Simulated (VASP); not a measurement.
# HfC (P1) in VASP: notebook

Runs on HfC. Level: PBE. Tasks: single point.

Program: VASP 6.6.1. These are calculated values, not measurements. Logs are shortened: lines on timing, memory, paths and dates and some standing lists are left out, and cuts for length are marked.

## Step 1: The cell of the first run

The typed cell holds 4 atoms: a = 3.305 Å, b = 3.274 Å, c = 5.319 Å, α = 90.84°, β = 89.32°, γ = 118.79°.

## Step 2: Single point, PBE (atoms moved at random and the cell strained at random)

Input file INCAR:

```
PREC = Accurate
ENCUT = 520
EDIFF = 1E-6
ISMEAR = 0
SIGMA = 0.05
LREAL = F
LASPH = T
NELM = 60
ALGO = Normal
ISIF = 2
LWAVE = F
LCHARG = F
GGA = PE
NBANDS = 22
```

Input file KPOINTS:

```
regular mesh
0
Gamma
  12 12 8
```

Input file POSCAR:

```
HfC
1.0
    3.3047362183      0.0437441020      0.0199001244
   -1.6144846056      2.8485944878     -0.0245484357
    0.0312401832     -0.0264625457      5.3189209616
Hf C
2 2
Direct
    0.3222428036      0.6461686938      0.2475219216
    0.6617686651      0.3366004812      0.7498166680
    0.0152805026      0.0107041239      0.0027072777
    0.0007080287      0.0065267011      0.4999541326
```

Potentials or basis: VASP PAW PBE potentials, release 64 (Hf_pv, C).

Launch:

```
$ cat potpaw_PBE.64/Hf_pv/POTCAR potpaw_PBE.64/C/POTCAR > POTCAR
$ mpirun -np 1 vasp_std > vasp.out
```

OUTCAR:

```text
PREC = Accurate
   ENCUT = 520
   EDIFF = 1E-6
   ISMEAR = 0
   LREAL = F
   LASPH = T
   NELM = 60
   ISIF = 2
   GGA = PE

 ion  position               nearest neighbor table
   1  0.322  0.646  0.248-   3 2.23   4 2.29   3 2.32   4 2.33   4 2.39   3 2.39   2 3.20   2 3.27
                             2 3.28   2 3.28   2 3.31   2 3.32
   2  0.662  0.337  0.750-   4 2.30   3 2.30   4 2.34   3 2.35   4 2.35   3 2.37   1 3.20   1 3.27
                             1 3.28   1 3.28   1 3.31   1 3.32
   3  0.015  0.011  0.003-   1 2.23   2 2.30   1 2.32   2 2.35   2 2.37   1 2.39
   4  0.001  0.007  0.500-   1 2.29   2 2.30   1 2.33   2 2.34   2 2.35   1 2.39

  LATTYP: Found a triclinic cell.
 ALAT       =     3.2743936421
 B/A-ratio  =     1.0230944997
 C/A-ratio  =     1.6244468783
 COS(alpha) =     0.0027195075
 COS(beta)  =     0.0147208259
 COS(gamma) =     0.5023425624

  Lattice vectors:

 A1 = (  -1.6144846056,   2.8485944878,  -0.0245484357)
 A2 = (   1.6902516127,   2.8923385898,  -0.0046483113)
 A3 = (  -0.0312401832,   0.0264625457,  -5.3189209616)

Analysis of symmetry for initial positions (statically):
=====================================================================
 Subroutine PRICEL returns:
 Original cell was already a primitive cell.

 Routine SETGRP: Setting up the symmetry group for a
 triclinic supercell.

 Subroutine GETGRP returns: Found  1 space group operations
 (whereof  1 operations were pure point group operations)
 out of a pool of  2 trial point group operations.

The static configuration has the point symmetry C_1 .

Analysis of symmetry for dynamics (positions and initial velocities):
=====================================================================
 Subroutine PRICEL returns:
 Original cell was already a primitive cell.

 Routine SETGRP: Setting up the symmetry group for a
 triclinic supercell.

 Subroutine GETGRP returns: Found  1 space group operations
 (whereof  1 operations were pure point group operations)
 out of a pool of  2 trial point group operations.

The dynamic configuration has the point symmetry C_1 .

 Subroutine INISYM returns: Found  1 space group operations
 (whereof  1 operations are pure point group operations),
 and found     1 'primitive' translations

----------------------------------------------------------------------------------------

                                     Primitive cell

  volume of cell :      50.4441

  direct lattice vectors                    reciprocal lattice vectors
     3.304736218  0.043744102  0.019900124     0.300348380  0.170219146 -0.000917199
    -1.614484606  2.848594488 -0.024548436    -0.004622901  0.348445391  0.001760728
     0.031240183 -0.026462546  5.318920962    -0.001145055  0.000971326  0.188019616

  length of vectors
     3.305085632  3.274393642  5.319078530     0.345231152  0.348480504  0.188025611

  position of ions in fractional coordinates (direct lattice)
     0.322242804  0.646168694  0.247521922
     0.661768665  0.336600481  0.749816668
     0.015280503  0.010704124  0.002707278
     0.000708029  0.006526701  0.499954133

  ion indices of the primitive-cell ions
   primitive index   ion index
                 1           1
                 2           2
                 3           3
                 4           4

----------------------------------------------------------------------------------------

 KPOINTS: regular mesh

Automatic generation of k-mesh.
 Grid dimensions read from file:
 generate k-points for:   12   12    8

 Generating k-lattice:

  Cartesian coordinates                     Fractional coordinates (reciprocal lattice)
     0.025029032  0.014184929 -0.000076433     0.083333333 -0.000000000  0.000000000
    -0.000385242  0.029037116  0.000146727     0.000000000  0.083333333  0.000000000
    -0.000143132  0.000121416  0.023502452     0.000000000  0.000000000  0.125000000

  Length of vectors
     0.028769263  0.029040042  0.023503201

  Shift w.r.t. Gamma in fractional coordinates (k-lattice)
     0.000000000  0.000000000  0.000000000

 Subroutine IBZKPT returns following result:
 ===========================================

 Found    580 irreducible k-points:

 Following reciprocal coordinates:
            Coordinates               Weight
  0.000000  0.000000  0.000000      1.000000
  0.083333  0.000000 -0.000000      2.000000
  0.166667 -0.000000 -0.000000      2.000000
  0.250000  0.000000 -0.000000      2.000000
  0.333333 -0.000000 -0.000000      2.000000
  0.416667  0.000000  0.000000      2.000000
[... 16 lines left out ...]
  0.250000  0.166667 -0.000000      2.000000
  0.333333  0.166667 -0.000000      2.000000
 [... further k-points ...]
   k-points           NKPTS =    580   k-points in BZ     NKDIM =    580   number of bands    NBANDS=     22
   number of dos      NEDOS =    301   number of ions     NIONS =      4
   total plane-waves  NPLWV =  26880
   dimension x,y,z NGX =    28 NGY =   24 NGZ =   40
   dimension x,y,z NGXF=    56 NGYF=   48 NGZF=   80
   ions per type =               2   2
   NGX,Y,Z   is equivalent  to a cutoff of  14.08, 12.19, 12.50 a.u.
   NGXF,Y,Z  is equivalent  to a cutoff of  28.17, 24.37, 25.00 a.u.
 SYSTEM =  unknown system
   PREC   = accura    normal or accurate (medium, high low for compatibility)
   ISTART =      0    job   : 0-new  1-cont  2-samecut
   ICHARG =      2    charge: 1-file 2-atom 10-const
   ISPIN  =      1    spin polarized calculation?
   LNONCOLLINEAR =      F non collinear calculations
   LSORBIT =      F    spin-orbit coupling
   LASPH  =      T    aspherical Exc in radial PAW
   ENCUT  =  520.0 eV  38.22 Ry    6.18 a.u.   6.15  6.09  9.89*2*pi/ulx,y,z
   NELM   =     60;   NELMIN=  2; NELMDL= -5     # of ELM steps
   EDIFF  = 0.1E-05   stopping-criterion for ELM
   LREAL  =      F    real-space projection
[... 7 lines left out ...]
   TEBEG  =    0.0;   TEEND  =   0.0 temperature during run
   PSTRESS=    0.0 pullay stress
   NELECT =      28.0000    total number of electrons
   NUPDOWN=      -1.0000    fix difference up-down
   EMIN   =  10.00;   EMAX   =-10.00  energy-range for DOS
   EFERMI =   0.00;   METHOD = LEGACY
   ISMEAR =     0;   SIGMA  =   0.05  broadening in eV -4-tet -1-fermi 0-gaus
   EFERMI_NEDOS =   21; number of points for ismear=-14 and -15
   IALGO  =     38    algorithm
   IMIX   =      4    mixing-type and parameters
     AMIX     =   0.40;   BMIX     =  1.00
     AMIX_MAG =   1.60;   BMIX_MAG =  1.00
  volume/ion in A,a.u.               =      12.61        85.10
  Fermi-wavevector in a.u.,A,eV,Ry     =   1.345419  2.542472 24.628602  1.810151
  Thomas-Fermi vector in A             =   2.473333
   LORBIT       =      0    0 simple, 1 ext, 2 COOP (PROOUT), +10 PAW based schemes
   GGA     = PE    functional components
   LHFCALC =     F    Hartree Fock is set to
   AEXX    =    0.0000 exact exchange contribution
   IVDW    =     0    specifies the selected vdW correction
   LEPSILON=     F    determine dielectric tensor
   LRPA    =     F    only Hartree local field effects (RPA)
 non-spin polarized calculation
 Gauss-broadening in eV      SIGMA  =   0.05
  energy-cutoff  :      520.00
  volume of cell :       50.44
 maximum number of plane-waves:      1378
 NGX is ok and might be reduce to    28
   NGX = 13   NGY = 13   NGZ = 19

 number of electron      27.9999998 magnetization

 Free energy of the ion-electron system (eV)
  ---------------------------------------------------
  ext. energy  EPLUGINS =         0.00000000
  ---------------------------------------------------
  free energy    TOTEN  =       -41.19912120 eV

  energy without entropy =      -41.19832591  energy(sigma->0) =      -41.19872356

 E-fermi :   6.4615     XC(G=0): -12.2696

 val. band max:        6.4544046775   @ k =  -0.2500   0.5000   0.1250
 cond. band min:       6.4695660357   @ k =   0.4167   0.2500  -0.0000
 fundamental gap:      0.0151613582
 Fermi energy:         6.4614898071

 k-point     1 :       0.0000    0.0000    0.0000
  band No.  band energies     occupation
      1     -24.2315      2.00000
      2     -23.6766      2.00000
      3     -23.6412      2.00000
      4     -23.5906      2.00000
      5     -23.5688      2.00000
      6     -23.5315      2.00000
[... 14 lines left out ...]
     21      10.3659      0.00000
     22      14.0799      0.00000

 k-point     2 :       0.0833    0.0000   -0.0000
  band No.  band energies     occupation
      1     -24.2157      2.00000
      2     -23.7095      2.00000
      3     -23.6537      2.00000
      4     -23.6219      2.00000
      5     -23.5716      2.00000
      6     -23.5366      2.00000
[... 14 lines left out ...]
     21      10.7709      0.00000
     22      13.7839      0.00000

 k-point     3 :       0.1667   -0.0000   -0.0000
  band No.  band energies     occupation
      1     -24.1706      2.00000
      2     -23.8013      2.00000
      3     -23.7081      2.00000
      4     -23.6826      2.00000
      5     -23.5805      2.00000
      6     -23.5516      2.00000
[... 14 lines left out ...]
     21      11.9300      0.00000
     22      13.1582      0.00000

 k-point     4 :       0.2500    0.0000   -0.0000
  band No.  band energies     occupation
      1     -24.1030      2.00000
      2     -23.9270      2.00000
      3     -23.8190      2.00000
      4     -23.7204      2.00000
      5     -23.5976      2.00000
      6     -23.5754      2.00000
[... 14 lines left out ...]
     21      12.7463      0.00000
     22      12.9060      0.00000

 k-point     5 :       0.3333   -0.0000   -0.0000
  band No.  band energies     occupation
      1     -24.0524      2.00000
      2     -24.0232      2.00000
      3     -23.9259      2.00000
      4     -23.7555      2.00000
      5     -23.6281      2.00000
      6     -23.5988      2.00000
[... 417 lines left out ...]
 k-point    22 :       0.1667    0.1667    0.0000
  band No.  band energies     occupation
      1     -24.0729      2.00000
      2     -23.9283      2.00000
      3     -23.8863      2.00000
      4     -23.7379      2.00000
      5     -23.6580      2.00000
      6     -23.5895      2.00000
[... 14 lines left out ...]
     21      12.7174      0.00000
     22      12.8833      0.00000

 k-point    23 :       0.2500    0.1667   -0.0000
  band No.  band energies     occupation
      1     -24.0338      2.00000
      2     -23.9985      2.00000
      3     -23.9380      2.00000
      4     -23.7948      2.00000
      5     -23.6915      2.00000
      6     -23.6277      2.00000
[... 14 lines left out ...]
     21      12.4818      0.00000
     22      13.0822      0.00000

 k-point    24 :       0.3333    0.1667   -0.0000
  band No.  band energies     occupation
      1     -24.1112      2.00000
      2     -23.9718      2.00000
      3     -23.9263      2.00000
      4     -23.8455      2.00000
      5     -23.7126      2.00000
      6     -23.6726      2.00000
[... 14 lines left out ...]
     21      12.8199      0.00000
     22      12.9927      0.00000

 [... further k-points ...]

------------------------ aborting loop because EDIFF is reached ----------------------------------------

  FORCE on cell =-STRESS in cart. coord.  units (eV):
  Direction    XX          YY          ZZ          XY          YZ          ZX
  --------------------------------------------------------------------------------------
  -------------------------------------------------------------------------------------
  Total        0.1437641      0.0175553     -1.0218371     -1.2408515      0.6203569     -0.6517404
  in kB        4.5661562      0.5575817    -32.4550302    -39.4112443     19.7034361    -20.7002221
  external PRESSURE =      -9.1104308 kB  Pullay stress =       0.0000000 kB

 VOLUME and BASIS-vectors are now :
 -----------------------------------------------------------------------------
  energy-cutoff  :      520.00
  volume of cell :       50.44
      direct lattice vectors                 reciprocal lattice vectors
     3.304736218  0.043744102  0.019900124     0.300348380  0.170219146 -0.000917199
    -1.614484606  2.848594488 -0.024548436    -0.004622901  0.348445391  0.001760728
     0.031240183 -0.026462546  5.318920962    -0.001145055  0.000971326  0.188019616

 POSITION                                       TOTAL-FORCE (eV/Angst)
 -----------------------------------------------------------------------------------
      0.02943      1.84822      1.30710         0.199740      1.319294      0.347440
      1.66696      0.96794      3.99312         0.510534      0.278332     -0.167169
      0.03330      0.03109      0.01444        -0.529980     -0.902242     -0.269992
      0.00742      0.00539      2.65907        -0.180294     -0.695383      0.089721
 -----------------------------------------------------------------------------------
    total drift:                               -0.000005      0.000052     -0.000078

  FREE ENERGIE OF THE ION-ELECTRON SYSTEM (eV)
  ---------------------------------------------------
  free  energy   TOTEN  =       -41.1991212001 eV

  energy  without entropy=      -41.1983259133  energy(sigma->0) =      -41.19872356
```

It took 4 min on 1 thread of Intel Xeon 6975P-C (Granite Rapids), shared host; peak memory 0.62 GiB.

What came out:

```yaml
Free_energy: -41.1991 eV
Pressure: -0.9 GPa
Largest_force: 1.379 eV/Å
Band_gap_on_the_k_mesh: zero (bands 14 and 15 overlap by 1.30 eV)
```

Forces on the atoms (eV/Å):
```
Hf   0.200  1.319  0.347
Hf   0.511  0.278 -0.167
C   -0.530 -0.902 -0.270
C   -0.180 -0.695  0.090
```

Levels at points of the mesh, in eV from the Fermi level:
```tsv
k point	band 12	band 13	band 14	band 15	band 16	band 17
(0.00, 0.00, 0.00)	-1.43	-1.00	0.75	1.17	1.57	1.84
(0.50, 0.00, 0.00)	-3.33	-1.87	-0.95	0.99	4.16	4.62
(0.00, 0.50, 0.00)	-3.36	-1.88	-0.99	0.92	3.91	4.70
(0.50, 0.50, 0.00)	-3.59	-1.87	-1.01	1.07	4.29	4.34
(0.00, 0.00, 0.50)	-2.70	-2.35	-2.33	3.52	3.54	3.70
(0.50, 0.00, 0.50)	-3.07	-2.35	-2.16	1.03	1.39	4.63
(0.00, 0.50, 0.50)	-3.11	-2.36	-2.21	0.91	1.25	4.64
(0.50, 0.50, 0.50)	-3.23	-2.49	-2.44	1.14	1.36	4.87
```

Caveat: the cell differs from its parent crystal (atoms moved at random and the cell strained at random); spin-orbit coupling is left out, which moves the levels of the heavy elements; forces of over 1 eV/Å act on the atoms, so gaps and moduli don't describe the material at rest.

(Continued in part 2 of 2.)
